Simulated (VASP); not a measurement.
**HfO2: single point with PBEsol**

HfO2:

```xyz
12
Lattice="5.1655 0.0000 0.0000 0.0000 5.0445 0.0000 0.0000 0.0000 5.0445" Properties=species:S:1:pos:R:3 pbc="T T T"
Hf    0.0000    1.2611    0.9430
Hf    5.1655    3.7834    3.4653
Hf    2.5827    3.7834    0.9430
Hf    2.5828    1.2611    3.4653
O     1.0340    0.0000    4.7263
O     4.1315    5.0445    2.2041
O     3.6167    5.0445    4.7263
O     1.5488    0.0000    2.2041
O     1.0340    2.5223    2.2041
O     4.1315    2.5222    4.7263
O     3.6167    2.5222    2.2041
O     1.5487    2.5223    4.7263
```

```
Program                : VASP 6.6.1
Task                   : single point
Functional             : PBEsol
Potentials or basis    : VASP PAW PBE potentials, release 64 (Hf_pv, O)
Cutoff                 : 600 eV
k mesh                 : 4 × 4 × 4
Occupations            : gaussian, width 0.01 eV
Spin                   : no spin polarisation
Dipole correction      : no
Further INCAR settings : ALGO = Normal; EDIFF = 1e-06; NBANDS = 56
```

```json
{"Pressure": "-3.5 GPa", "Largest force": "0.031 eV/Å", "Band gap on the k mesh": "4.57 eV"}
```

Forces on the atoms (eV/Å):
```
Hf   0.000  0.000  0.000
Hf   0.000  0.000  0.000
Hf   0.000  0.000  0.000
Hf   0.000  0.000  0.000
O   -0.031  0.000  0.000
O    0.031  0.000  0.000
O   -0.031  0.000  0.000
O    0.031  0.000  0.000
O   -0.031  0.000  0.000
O    0.031  0.000  0.000
O   -0.031  0.000  0.000
O    0.031  0.000  0.000
```

Stress tensor (GPa, compression positive):
```
-3.41  0.00  0.00
 0.00 -3.49  0.00
 0.00  0.00 -3.49
```

Levels at points of the mesh, in eV from the valence-band top:
```csv
k point,band 40,band 41,band 42,band 43,band 44,band 45,band 46,band 47,band 48,band 49
"(0.00, 0.00, 0.00)",-0.47,-0.47,-0.11,-0.08,-0.08,4.57,4.61,5.56,5.56,5.78
"(0.50, 0.00, 0.00)",-0.60,-0.02,-0.02,0.00,0.00,5.28,5.28,5.55,5.55,5.88
"(0.00, 0.50, 0.00)",-0.29,-0.19,-0.19,-0.03,-0.03,5.49,5.49,5.56,5.56,5.69
"(0.00, 0.00, 0.50)",-0.29,-0.19,-0.19,-0.03,-0.03,5.49,5.49,5.56,5.56,5.69
"(0.50, 0.50, 0.00)",-1.33,-0.47,-0.47,-0.47,-0.47,5.34,5.34,5.34,5.34,5.99
"(0.50, 0.00, 0.50)",-1.33,-0.47,-0.47,-0.47,-0.47,5.34,5.34,5.34,5.34,5.99
"(0.00, 0.50, 0.50)",-1.46,-0.14,-0.14,-0.14,-0.14,5.01,5.01,5.01,5.01,6.05
"(0.50, 0.50, 0.50)",-1.40,-0.99,-0.99,-0.99,-0.99,5.17,5.17,5.17,5.17,5.50
```

Run time: 4.6 min on 1 thread of Oxide Virtual Turin-like Processor, on a shared host, peak memory 0.32 GiB.

Caveat: the cell stands under tension; the PAW data sets were made with another functional, which shifts forces and pressure a little; spin-orbit coupling is left out, which moves the levels of the heavy elements. A k mesh can miss the band edges.
